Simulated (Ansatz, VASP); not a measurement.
## Ge2Sb2Te in VASP and in Ansatz

```xyz
5
Lattice="4.1359 0.0000 0.0000 -2.0679 3.5818 0.0000 0.0000 0.0000 8.9981" Properties=species:S:1:pos:R:3 pbc="T T T"
Ge    2.0679    1.1939    7.1988
Ge    0.0000    2.3879    1.7993
Sb    0.0000    2.3879    5.5230
Sb    2.0679    1.1939    3.4752
Te    0.0000    0.0000    0.0000
```

Alike in both runs: task single point; functional PBE; k mesh 6 × 6 × 2; occupations gaussian, width 0.1 eV; no spin polarisation.

|  | VASP | Ansatz |
| --- | --- | --- |
| version | VASP 6.6.1 | Ansatz 0.2.0 |
| potentials or method | VASP PAW PBE potentials, release 64 (Ge_d, Sb, Te), cutoff 500 eV | scalar-relativistic, plane waves, PAW |
| valence electrons in the cell | 44 | 74 |

Ansatz gave:

```
gap on the k mesh at the Fermi level (eV)                     : none
pressure (GPa)                                                : -0.1
traceless stress, the component that is largest in VASP (GPa) : 1.59
rms of the force components (eV/Å)                            : 0.016
```

Which values does VASP return?

gap on the k mesh at the Fermi level (eV): none; pressure (GPa): -0.1; traceless stress, the component that is largest in VASP (GPa): 1.59; rms of the force components (eV/Å): 0.015.

Atom by atom the forces differ by 0.001 eV/Å (rms over components). A gap of «none» marks a metal or a gap that the smearing closes. VASP's potentials hold 44 valence electrons a cell and Ansatz's 74, so a difference there can come from the potentials and not from the codes.

Neither program's run includes spin-orbit coupling.
